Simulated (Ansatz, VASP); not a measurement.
One calculation of Ta, two programs

```
Ta
1.0
    -1.65128    1.65128    1.65128
     1.65128   -1.65128    1.65128
     1.65128    1.65128   -1.65128
Ta
1
Direct
  0.00000 0.00000 0.00000
```

Alike in both runs: task single point; functional b88 exchange, pbe correlation; k mesh 11 × 11 × 11; occupations tetrahedron; collinear spin.

|  | VASP | Ansatz |
| --- | --- | --- |
| version | VASP 6.6.1 | Ansatz 0.2.0 |
| potentials or method | VASP PAW PBE potentials, release 64 (Ta_pv) | Ansatz PAW |
| plane-wave cutoff (eV) | 500 | 420 |
| valence electrons in the cell | 11 | 13 |

|  | VASP | Ansatz | Ansatz less VASP |
| --- | --- | --- | --- |
| gap on the k mesh at the Fermi level (eV) | none | none | - |
| pressure (GPa) | 2.6 | 2.6 | -0.06 |
| net moment per atom (μB) | 0.00 | 0.00 | 0.000 |

VASP's potentials were made for PBE, not for b88 exchange, pbe correlation. A gap of «none» marks a metal or a gap that the smearing closes. VASP's potentials hold 11 valence electrons a cell and Ansatz's 13, so a difference there can come from the potentials and not from the codes.

Spin-orbit coupling is off throughout.
